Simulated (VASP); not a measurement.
A run of VASP 6.6.1 is set up as follows.

File INCAR:

```
SYSTEM = GaAs
ALGO = Normal
EDIFF = 1E-6
ENCUT = 500
GGA = PE
GGA_COMPAT = .FALSE.
ISIF = 2
ISMEAR = -1
LASPH = .TRUE.
LCHARG = .FALSE.
LREAL = .FALSE.
LWAVE = .FALSE.
NBANDS = 16
NELM = 120
PREC = Accurate
SIGMA = 0.02
```

File KPOINTS:

```
k-points
0
G
  6 6 6
  0 0 0
```

File POSCAR:

```
GaAs
1.0
    0.0000000000      2.6645247173      2.6645247173
    2.6645247173      0.0000000000      2.6645247173
    2.6645247173      2.6645247173      0.0000000000
Ga As
1 1
Direct
    0.0000000000      0.0000000000      0.0000000000
    0.5000000000      0.5000000000      0.5000000000
```

Potentials or basis: VASP PAW PBE potentials, release 64 (Ga_d, As).

Run with:

```console
$ cat potpaw_PBE.64/Ga_d/POTCAR potpaw_PBE.64/As/POTCAR > POTCAR
$ mpirun -np 1 vasp_std > vasp.out
```

Problem. Estimate the pressure.

Solution. 2.5 GPa.

Problem. Predict the band gap on the k mesh.

Solution. Zero (band 9 reaches 6.26 eV, above the bottom of band 10 at 2.97 eV).
